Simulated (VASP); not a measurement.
Here is a VASP 6.6.1 calculation.

Contents of INCAR:

```
SYSTEM = Mo
PREC = Accurate
ENCUT = 520
EDIFF = 1E-6
ISMEAR = 0
SIGMA = 0.15
LREAL = .FALSE.
LASPH = .TRUE.
NELM = 60
ALGO = Fast
ISIF = 2
LWAVE = .FALSE.
LCHARG = .FALSE.
GGA = PE
NBANDS = 13
```

The input KPOINTS:

```
Automatic mesh
0
G
  22 22 22
  0 0 0
```

File POSCAR:

```
Mo
1.0
   -2.1333254305      1.5784195551      1.5784195551
    1.5784195551     -2.1333254305      1.5784195551
    1.5784195551      1.5784195551     -2.1333254305
Mo
1
Direct
    0.0000000000      0.0000000000      0.0000000000
```

Potentials or basis: VASP PAW PBE potentials, release 64 (Mo_sv).

The run is started by

```console
$ cat potpaw_PBE.64/Mo_sv/POTCAR > POTCAR
$ mpirun -np 1 vasp_std > vasp.out
```

Predict the pressure.

209.8 GPa.

What does it give for the band gap on the k mesh?

Zero (band 7 reaches 17.02 eV, above the bottom of band 8 at 10.39 eV).

Stress tensor (GPa, compression positive):
```
209.76 202.37 202.37
202.37 209.76 202.37
202.37 202.37 209.76
```
